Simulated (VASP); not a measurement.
Wanted: the native input for a VASP 6.6.1 run.

```
Task                   : single point
Functional             : r2SCAN
Potentials or basis    : VASP PAW PBE potentials, release 64 (Ge_d)
Cutoff                 : 520 eV
k mesh                 : 12 × 12 × 6
Occupations            : gaussian, width 0.03 eV
Spin                   : no spin polarisation
Dipole correction      : no
Further INCAR settings : ALGO = Normal; EDIFF = 1e-06; NBANDS = 36
```

Crystal: Ge.

```
Ge
1.0
     3.99565    0.00000    0.00000
    -1.99782    3.46033    0.00000
     0.00000    0.00000    6.60271
Ge
4
Cartesian
  1.9978 1.1534 0.8658
  0.0000 2.3069 3.7172
  1.9978 1.1534 2.8855
  0.0000 2.3069 6.1869
```

This cell differs from its parent crystal: atom 1 (Ge) moved +0.450 Å along Cartesian [0 0 1].

These files were run (other wordings do the same):

POSCAR

```
Ge
1.0
    3.9956487021      0.0000000000      0.0000000000
   -1.9978243511      3.4603332806      0.0000000000
    0.0000000000      0.0000000000      6.6027109850
Ge
4
Direct
    0.6666666667      0.3333333333      0.1311352579
    0.3333333333      0.6666666667      0.5629814343
    0.6666666667      0.3333333333      0.4370185657
    0.3333333333      0.6666666667      0.9370185657
```

INCAR.step1

```
PREC = Accurate
ENCUT = 520
ISMEAR = 0
SIGMA = 0.03
LREAL = False
LASPH = True
NELM = 100
NBANDS = 36
GGA = PE
ALGO = Normal
EDIFF = 1E-4
LWAVE = True
LCHARG = False
```

INCAR.step2

```
PREC = Accurate
ENCUT = 520
EDIFF = 1E-6
ISMEAR = 0
SIGMA = 0.03
LREAL = False
LASPH = True
NELM = 100
ALGO = Normal
ISIF = 2
LWAVE = False
LCHARG = False
METAGGA = R2SCAN
LMIXTAU = True
NBANDS = 36
ISTART = 1
```

KPOINTS

```
Automatic mesh
0
Gamma
  12 12 6
```

Potentials or basis: VASP PAW PBE potentials, release 64 (Ge_d).

Command:

```console
$ cat potpaw_PBE.64/Ge_d/POTCAR > POTCAR
$ cp INCAR.step1 INCAR
$ mpirun -np 1 vasp_std > vasp.out
$ cp INCAR.step2 INCAR
$ mpirun -np 1 vasp_std > vasp.out
```

It gave:

* Pressure: 5.9 GPa
* Largest force: 10.129 eV/Å
* Band gap on the k mesh: zero (bands 28 and 29 overlap by 0.90 eV)

Caveat: the cell differs from its parent crystal (atom 1 (Ge) moved +0.450 Å along Cartesian [0 0 1]); the stress differs along the axes, from -2 to 22 GPa; the PAW data sets were made with another functional, which shifts forces and pressure a little.

Wall time 16 min on 1 thread of Intel(R) Xeon(R) Platinum 8375C CPU @ 2.90GHz (Ice Lake) (shared host), peak memory 0.36 GiB.
